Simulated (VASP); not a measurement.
# Fe (Fmmm) in VASP: notebook

The runs below take Fe through single point, with PBE.

Everything below comes from runs of VASP 6.6.1. Logs are shortened: lines on timing, memory, paths and dates and some standing lists are left out, and cuts for length are marked.

### 1 The cell of the first run

The structure is orthorhombic, space group Fmmm (No. 69). The conventional cell has a = 2.997 Å, b = 3.883 Å, c = 3.930 Å, α = 90.00°, β = 90.00°, γ = 90.00°. Within 3.2 Å of Fe (site symmetry mmm) lie 14 Fe at 2.45 to 3.00 Å.

### 2 Single point, PBE, collinear spin, ferromagnetic start

Contents of INCAR:

```
ALGO = Normal ; EDIFF = 1E-6
ENCUT = 520 ; GGA = PE
ISIF = 2 ; ISMEAR = -1
ISPIN = 2 ; LASPH = True
LCHARG = False ; LMAXMIX = 4
LORBIT = 11 ; LREAL = False
LWAVE = False ; MAGMOM = 3
NBANDS = 14 ; NELM = 150
NUPDOWN = 3.0 ; PREC = Accurate
SIGMA = 0.05
```

Contents of KPOINTS:

```
k-points
0
Gamma
  11 11 11
```

Contents of POSCAR:

```
Fe
1.0
    0.0000000000      1.9417396906      1.9651051623
    1.4984397099      0.0000000000      1.9651051623
    1.4984397099      1.9417396906      0.0000000000
Fe
1
Direct
    0.0000000000      0.0000000000      0.0000000000
```

Potentials or basis: VASP PAW PBE potentials, release 64 (Fe).

Started as:

```
$ cat potpaw_PBE.64/Fe/POTCAR > POTCAR
$ mpirun -np 1 vasp_std > vasp.out
```

OUTCAR:

```text
EDIFF = 1E-6
   ENCUT = 520
   GGA = PE
   ISIF = 2
   ISMEAR = -1
   ISPIN = 2
   LASPH = True
   LORBIT = 11
   LREAL = False
   NELM = 150
   NUPDOWN = 3.0
   PREC = Accurate

 ion  position               nearest neighbor table
   1  0.000  0.000  0.000-

  LATTYP: Found a face centered orthorhombic cell.
 ALAT       =     2.9968794198
 B/A-ratio  =     1.2958410524
 C/A-ratio  =     1.3114342535

  Lattice vectors:

 A1 = (   0.0000000000,   1.9417396906,   1.9651051623)
 A2 = (   1.4984397099,   0.0000000000,   1.9651051623)
 A3 = (   1.4984397099,   1.9417396906,   0.0000000000)

Analysis of symmetry for initial positions (statically):
=====================================================================
 Subroutine PRICEL returns:
 Original cell was already a primitive cell.

 Routine SETGRP: Setting up the symmetry group for a
 face centered orthorhombic supercell.

 Subroutine GETGRP returns: Found  8 space group operations
 (whereof  8 operations were pure point group operations)
 out of a pool of  8 trial point group operations.

The static configuration has the point symmetry D_2h.

Analysis of symmetry for dynamics (positions and initial velocities):
=====================================================================
 Subroutine PRICEL returns:
 Original cell was already a primitive cell.

 Routine SETGRP: Setting up the symmetry group for a
 face centered orthorhombic supercell.

 Subroutine GETGRP returns: Found  8 space group operations
 (whereof  8 operations were pure point group operations)
 out of a pool of  8 trial point group operations.

The dynamic configuration has the point symmetry D_2h.

Analysis of structural, dynamic, and magnetic symmetry:
=====================================================================
 Subroutine PRICEL returns:
 Original cell was already a primitive cell.

 Routine SETGRP: Setting up the symmetry group for a
 face centered orthorhombic supercell.

 Subroutine GETGRP returns: Found  8 space group operations
 (whereof  8 operations were pure point group operations)
 out of a pool of  8 trial point group operations.

The overall configuration has the point symmetry D_2h.

 Subroutine INISYM returns: Found  8 space group operations
 (whereof  8 operations are pure point group operations),
 and found     1 'primitive' translations

----------------------------------------------------------------------------------------

                                     Primitive cell

  volume of cell :      11.4353

  direct lattice vectors                    reciprocal lattice vectors
[... 117 lines left out ...]
  energy-cutoff  :      520.00
  volume of cell :       11.44
 maximum number of plane-waves:       337
 NGX is ok and might be reduce to    24
   NGX = 11   NGY =  9   NGZ =  9

 number of electron       8.0000000 magnetization       3.0000000

 Free energy of the ion-electron system (eV)
  ---------------------------------------------------
  ext. energy  EPLUGINS =         0.00000000
  ---------------------------------------------------
  free energy    TOTEN  =        -7.94471359 eV

  energy without entropy =       -7.93495865  energy(sigma->0) =       -7.93983612

 E-fermi :   5.5225     XC(G=0): -13.0594

 val. band max:        7.1599713723   @ k =  -0.1818   0.2727   0.0909
 cond. band min:       5.5295878390   @ k =   0.4545   0.0909   0.1818
 fundamental gap:     -1.6303835333
 Fermi energy:         7.2084976460

 spin component 1

 k-point     1 :       0.0000    0.0000    0.0000
  band No.  band energies     occupation
      1      -2.8025      1.00000
      2       3.0520      1.00000
      3       3.1409      1.00000
      4       3.4586      1.00000
      5       4.3236      1.00000
      6       4.7267      1.00000
      7      29.4699      0.00000
      8      30.9422      0.00000
      9      31.2014      0.00000
     10      35.1846      0.00000
     11      36.2552      0.00000
     12      36.4754      0.00000
     13      36.9107      0.00000
     14      37.0014      0.00000
[... 379 lines left out ...]
      3       2.8139      1.00000
      4       4.2534      1.00000
      5       4.5316      1.00000
      6       5.4603      1.00000
      7      20.4286      0.00000
      8      21.2920      0.00000
      9      28.2239      0.00000
     10      31.8255      0.00000
     11      35.3259      0.00000
     12      38.7614      0.00000
     13      41.8265      0.00000
     14      42.5477      0.00000

 [... further k-points ...]

 spin component 2

 k-point     1 :       0.0000    0.0000    0.0000
  band No.  band energies     occupation
      1      -2.2719      1.00000
      2       5.7070      0.02434
      3       5.8375      0.00183
      4       6.3423      0.00000
      5       7.4047      0.00000
      6       8.0441      0.00000
      7      29.4986      0.00000
      8      31.0613      0.00000
      9      31.3697      0.00000
     10      35.7824      0.00000
     11      36.4994      0.00000
     12      37.8888      0.00000
     13      38.1437      0.00000
     14      38.2436      0.00000
[... 379 lines left out ...]
      3       5.3457      0.97167
      4       7.2496      0.00000
      5       7.7635      0.00000
      6       8.3459      0.00000
      7      21.5627      0.00000
      8      22.3050      0.00000
      9      29.1536      0.00000
     10      32.2554      0.00000
     11      36.0252      0.00000
     12      39.3987      0.00000
     13      42.8621      0.00000
     14      43.3651      0.00000

 [... further k-points ...]
[... 5 lines left out ...]
  --------------------------------------------------------------------------------------
  -------------------------------------------------------------------------------------
  Total        1.4628666      1.6670186      1.5081959      0.0000000      0.0000000      0.0000000
  in kB      204.9600594    233.5634821    211.3110766      0.0000000      0.0000000      0.0000000
  external PRESSURE =     216.6115394 kB  Pullay stress =       0.0000000 kB

 VOLUME and BASIS-vectors are now :
 -----------------------------------------------------------------------------
  energy-cutoff  :      520.00
  volume of cell :       11.44
      direct lattice vectors                 reciprocal lattice vectors
     0.000000000  1.941739691  1.965105162    -0.333680426  0.257501045  0.254439309
     1.498439710  0.000000000  1.965105162     0.333680426 -0.257501045  0.254439309
     1.498439710  1.941739691  0.000000000     0.333680426  0.257501045 -0.254439309

 POSITION                                       TOTAL-FORCE (eV/Angst)
 -----------------------------------------------------------------------------------
      0.00000      0.00000      0.00000        -0.000000     -0.000000      0.000000
 -----------------------------------------------------------------------------------
    total drift:                                0.000000      0.000000      0.000000

  FREE ENERGIE OF THE ION-ELECTRON SYSTEM (eV)
  ---------------------------------------------------
  free  energy   TOTEN  =        -7.9447135939 eV

  energy  without entropy=       -7.9349586485  energy(sigma->0) =       -7.93983612

 total charge

# of ion       s       p       d       tot
------------------------------------------
    1        0.507   0.559   6.186   7.252

 magnetization (x)

# of ion       s       p       d       tot
------------------------------------------
    1        0.008   0.016   2.927   2.951
```

OSZICAR:

```text
N       E                     dE             d eps       ncg     rms          rms(c)
DAV:   1     0.246375614150E+02    0.24638E+02   -0.37709E+03 13178   0.693E+02
DAV:   2    -0.777868947679E+01   -0.32416E+02   -0.29823E+02 13278   0.133E+02
DAV:   3    -0.870309013836E+01   -0.92440E+00   -0.91895E+00 14654   0.232E+01
DAV:   4    -0.870617384158E+01   -0.30837E-02   -0.30834E-02 14106   0.122E+00
DAV:   5    -0.870618849071E+01   -0.14649E-04   -0.14649E-04 14712   0.857E-02    0.123E+01
DAV:   6    -0.803194015955E+01    0.67425E+00   -0.78117E+00 15534   0.334E+01    0.618E+00
DAV:   7    -0.796293396153E+01    0.69006E-01   -0.33665E-01 14766   0.696E+00    0.425E+00
DAV:   8    -0.795303170459E+01    0.99023E-02   -0.61135E-03 14692   0.582E-01    0.189E+00
DAV:   9    -0.794464294814E+01    0.83888E-02   -0.72041E-03 16592   0.606E-01    0.197E-01
DAV:  10    -0.794469772158E+01   -0.54773E-04   -0.69076E-04 13596   0.221E-01    0.444E-02
DAV:  11    -0.794471314135E+01   -0.15420E-04   -0.23856E-05 14250   0.539E-02    0.311E-02
DAV:  12    -0.794471359385E+01   -0.45251E-06   -0.70808E-06 14644   0.209E-02
   1 F= -.79447136E+01 E0= -.79398361E+01  d E =-.975495E-02  mag=     3.0000
```

stdout:

```text
POSCAR found type information on POSCAR Fe
 POSCAR found :  1 types and       1 ions
 scaLAPACK will be used
 LDA part: xc-table for (Slater+PW92), standard interpolation
 POSCAR, INCAR and KPOINTS ok, starting setup
 FFT: planning ... GRIDC
 FFT: planning ... GRID_SOFT
 FFT: planning ... GRID
 WAVECAR not read
 entering main loop
```

Run time: 30 s. Hardware: 1 thread of Intel Xeon Platinum 8559C (Emerald Rapids), shared host; peak memory 0.17 GiB.

Results:

```
Free energy                                           : -7.9447 eV
Pressure                                              : 21.7 GPa
Net moment                                            : 3.00 μB per cell
Site moments                                          : Fe +2.95 μB
Valence electrons inside the program's atomic spheres : Fe 7.25
```

Stress tensor (GPa, compression positive):
```
20.50  0.00  0.00
 0.00 23.36  0.00
 0.00  0.00 21.13
```

Caveat: the total moment is fixed, so each spin has its own Fermi level.

### 3 Single point, PBE, collinear spin, ferromagnetic start

Contents of INCAR:

```
SYSTEM = Fe
  PREC = Accurate
  ENCUT = 520
  EDIFF = 1E-6
  ISMEAR = -1
  SIGMA = 0.05
  LREAL = .FALSE.
  LASPH = .TRUE.
  NELM = 150
  ALGO = Normal
  ISIF = 2
  LWAVE = .FALSE.
  LCHARG = .FALSE.
  ISPIN = 2
  MAGMOM = 3.8
  LORBIT = 11
  NUPDOWN = 3.8
  LMAXMIX = 4
  GGA = PE
  NBANDS = 14
```

Contents of KPOINTS:

```
regular mesh
0
G
  11 11 11
  0 0 0
```

POSCAR is that of step 2.

Potentials or basis: VASP PAW PBE potentials, release 64 (Fe).

Started as:

```
$ cat potpaw_PBE.64/Fe/POTCAR > POTCAR
$ mpirun -np 1 vasp_std > vasp.out
```

OUTCAR:

```text
SYSTEM = Fe
   PREC = Accurate
   ENCUT = 520
   EDIFF = 1E-6
   ISMEAR = -1
   LREAL = .FALSE.
   LASPH = .TRUE.
   NELM = 150
   ISIF = 2
   ISPIN = 2
   LORBIT = 11
   NUPDOWN = 3.8
   GGA = PE

 ion  position               nearest neighbor table
   1  0.000  0.000  0.000-

  LATTYP: Found a face centered orthorhombic cell.
 ALAT       =     2.9968794198
 B/A-ratio  =     1.2958410524
 C/A-ratio  =     1.3114342535

  Lattice vectors:
[... 1019 lines left out ...]

 [... further k-points ...]
[... 5 lines left out ...]
  --------------------------------------------------------------------------------------
  -------------------------------------------------------------------------------------
  Total        4.0021558      4.0493842      3.8458320     -0.0000000      0.0000000      0.0000000
  in kB      560.7360829    567.3531747    538.8337877     -0.0000000      0.0000000      0.0000000
  external PRESSURE =     555.6410151 kB  Pullay stress =       0.0000000 kB

 VOLUME and BASIS-vectors are now :
 -----------------------------------------------------------------------------
  energy-cutoff  :      520.00
  volume of cell :       11.44
      direct lattice vectors                 reciprocal lattice vectors
     0.000000000  1.941739691  1.965105162    -0.333680426  0.257501045  0.254439309
     1.498439710  0.000000000  1.965105162     0.333680426 -0.257501045  0.254439309
     1.498439710  1.941739691  0.000000000     0.333680426  0.257501045 -0.254439309

 POSITION                                       TOTAL-FORCE (eV/Angst)
 -----------------------------------------------------------------------------------
      0.00000      0.00000      0.00000         0.000000      0.000000      0.000000
 -----------------------------------------------------------------------------------
    total drift:                                0.000000     -0.000000     -0.000000

  FREE ENERGIE OF THE ION-ELECTRON SYSTEM (eV)
  ---------------------------------------------------
  free  energy   TOTEN  =        -6.5942729550 eV

  energy  without entropy=       -6.5835411586  energy(sigma->0) =       -6.58890706

 total charge

# of ion       s       p       d       tot
------------------------------------------
    1        0.531   0.653   6.047   7.232

 magnetization (x)

# of ion       s       p       d       tot
------------------------------------------
    1        0.044   0.216   3.382   3.643
```

OSZICAR:

```text
N       E                     dE             d eps       ncg     rms          rms(c)
DAV:   1     0.271753532224E+02    0.27175E+02   -0.37659E+03 13178   0.698E+02
DAV:   2    -0.653085866651E+01   -0.33706E+02   -0.31002E+02 13278   0.136E+02
DAV:   3    -0.745248236121E+01   -0.92162E+00   -0.91547E+00 14660   0.231E+01
DAV:   4    -0.745560452430E+01   -0.31222E-02   -0.31218E-02 14100   0.122E+00
DAV:   5    -0.745561951293E+01   -0.14989E-04   -0.14989E-04 14730   0.865E-02    0.144E+01
DAV:   6    -0.666716563033E+01    0.78845E+00   -0.53308E+00 15666   0.320E+01    0.813E+00
DAV:   7    -0.661453569705E+01    0.52630E-01   -0.54260E-02 14296   0.300E+00    0.477E+00
DAV:   8    -0.660062812087E+01    0.13908E-01   -0.47065E-03 15044   0.641E-01    0.232E+00
DAV:   9    -0.659427539391E+01    0.63527E-02   -0.14993E-03 15498   0.271E-01    0.632E-02
DAV:  10    -0.659427006555E+01    0.53284E-05   -0.10260E-04 14164   0.720E-02    0.283E-02
DAV:  11    -0.659427428286E+01   -0.42173E-05   -0.24984E-05 14556   0.608E-02    0.370E-02
DAV:  12    -0.659427278454E+01    0.14983E-05   -0.32945E-06 14094   0.174E-02    0.374E-03
DAV:  13    -0.659427295503E+01   -0.17049E-06   -0.28781E-07  7386   0.469E-03
   1 F= -.65942730E+01 E0= -.65889071E+01  d E =-.107318E-01  mag=     3.8000
```

stdout:

```text
POSCAR found type information on POSCAR Fe
 POSCAR found :  1 types and       1 ions
 scaLAPACK will be used
 LDA part: xc-table for (Slater+PW92), standard interpolation
 POSCAR, INCAR and KPOINTS ok, starting setup
 FFT: planning ... GRIDC
 FFT: planning ... GRID_SOFT
 FFT: planning ... GRID
 WAVECAR not read
 entering main loop
```

Run time: 28 s. Hardware: 1 thread of Intel Xeon Platinum 8559C (Emerald Rapids), shared host; peak memory 0.17 GiB.

Results:

* Free energy: -6.5943 eV
* Pressure: 55.6 GPa
* Net moment: 3.80 μB per cell
* Site moments: Fe +3.64 μB
* Valence electrons inside the program's atomic spheres: Fe 7.23

Caveat: the total moment is fixed, so each spin has its own Fermi level.

### 4 Single point, PBE, collinear spin, ferromagnetic start

Contents of INCAR:

```
PREC = Accurate
ENCUT = 520
EDIFF = 1E-6
ISMEAR = -1
SIGMA = 0.05
LREAL = F
LASPH = T
NELM = 150
ALGO = Normal
ISIF = 2
LWAVE = F
LCHARG = T
ISPIN = 2
MAGMOM = 4.5
LORBIT = 11
NUPDOWN = 4.5
LMAXMIX = 4
GGA = PE
LELF = T
LVHAR = T
NBANDS = 14
```

Contents of KPOINTS:

```
Automatic mesh
0
Gamma
  11 11 11
```

POSCAR is that of step 3.

Started as:

```
$ cat potpaw_PBE.64/Fe/POTCAR > POTCAR
$ mpirun -np 1 vasp_std > vasp.out
```

It took 26 s on 1 thread of Intel Xeon Platinum 8559C (Emerald Rapids), shared host; peak memory 0.17 GiB.

Results (log left out):

- Free energy: -4.0817 eV
- Pressure: 103.1 GPa
- Net moment: 4.50 μB per cell
- Site moments: Fe +4.25 μB
- Valence electrons inside the program's atomic spheres: Fe 7.22

Stress tensor (GPa, compression positive):
```
111.46   0.00   0.00
  0.00  99.05   0.00
  0.00   0.00  98.78
```

Caveat: the total moment is fixed, so each spin has its own Fermi level.

### 5 Overview

```tsv
fixed moment (μB)	pressure (GPa)	moment (μB)
3.0	21.7	3.00
3.8	55.6	3.80
4.5	103.1	4.50
```

Alike in all rows: task single point; level PBE; potentials or basis VASP PAW PBE potentials, release 64 (Fe); spin collinear, ferromagnetic start; cell as given; k mesh 11 × 11 × 11; cutoff (eV) 520; smearing fermi-dirac 0.05 eV.

Caveats: the total moment is fixed, so each spin has its own Fermi level.

Total energies depend on the potentials used, so only differences within one code and one set of settings carry meaning.
